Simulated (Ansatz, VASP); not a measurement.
## TePb in VASP and in Ansatz

```xyz
2
Lattice="3.9482 0.0000 0.0000 0.0000 3.9482 0.0000 0.0000 0.0000 3.9482" Properties=species:S:1:pos:R:3 pbc="T T T"
Pb    0.0000    0.0000    0.0000
Te    1.9741    1.9741    1.9741
```

Alike in both runs: task single point; functional B3LYP; k mesh 4 × 4 × 4; occupations fermi-dirac, width 0.05 eV; no spin polarisation.

|  | VASP | Ansatz |
| --- | --- | --- |
| version | VASP 6.6.1 | Ansatz 0.2.0 |
| potentials or method | VASP PAW PBE potentials, release 64 (Pb_d, Te) | Ansatz PAW |
| plane-wave cutoff (eV) | 520 | 420 |
| valence electrons in the cell | 20 | 30 |

VASP gave:

* gap on the k mesh at the Fermi level (eV): none
* pressure (GPa): 5.1

Problem. Which values does Ansatz return?

Solution. gap on the k mesh at the Fermi level (eV): none; pressure (GPa): 5.2.

VASP's potentials were made for PBE, not for B3LYP. A gap of «none» marks a metal or a gap that the smearing closes. VASP's potentials hold 20 valence electrons a cell and Ansatz's 30, so a difference there can come from the potentials and not from the codes.

The k mesh is coarse, so the values compare programs but aren't converged. Neither program's run includes spin-orbit coupling.
